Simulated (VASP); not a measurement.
Here is a VASP 6.6.1 calculation.

INCAR

```
SYSTEM = NaS5
PREC     = Accurate       ! precision mode
ENCUT    = 520            ! plane-wave cutoff, eV
EDIFF    = 1E-7           ! SCF threshold, eV
ISMEAR   = 0              ! smearing method
SIGMA    = 0.1            ! smearing width, eV
LREAL    = .FALSE.        ! projectors in reciprocal space
LASPH    = .TRUE.         ! aspherical terms in the spheres
NELM     = 100            ! most SCF steps
ALGO     = Normal         ! electronic algorithm
ISIF     = 2              ! what is computed and relaxed
LWAVE    = .FALSE.        ! write WAVECAR
LCHARG   = .FALSE.        ! write CHGCAR
GGA      = PE             ! functional
NBANDS   = 28             ! bands
```

KPOINTS

```
Automatic mesh
0
G
  12 12 8
  0 0 0
```

File POSCAR:

```
NaS5
1.0
    6.5191724521      0.0000000033      0.0000000000
   -3.2595862289      5.6457689535      0.0000000000
    0.0000000000      0.0000000000      3.3919608093
Na S
1 5
Direct
    0.0000000000      0.0000000000      0.0000000000
    0.3333333333      0.6666666667      0.0000000000
    0.6666666667      0.3333333333      0.0000000000
    0.5000000000      0.0000000000      0.5000000000
    0.5000000000      0.5000000000      0.5000000000
    0.0000000000      0.5000000000      0.5000000000
```

Potentials or basis: VASP PAW PBE potentials, release 64 (Na_pv, S).

Launch:

```sh
$ cat potpaw_PBE.64/Na_pv/POTCAR potpaw_PBE.64/S/POTCAR > POTCAR
$ mpirun -np 1 vasp_std > vasp.out
```

(1) What does it give for the pressure?

(2) What does it give for the band gap on the k mesh?

Results:

(1) -0.1 GPa.

(2) zero (an odd number of electrons rules out a gap without spin polarisation).

Caveat: an odd number of electrons without spin polarisation forces a metal; a magnetic or distorted state may lie lower.
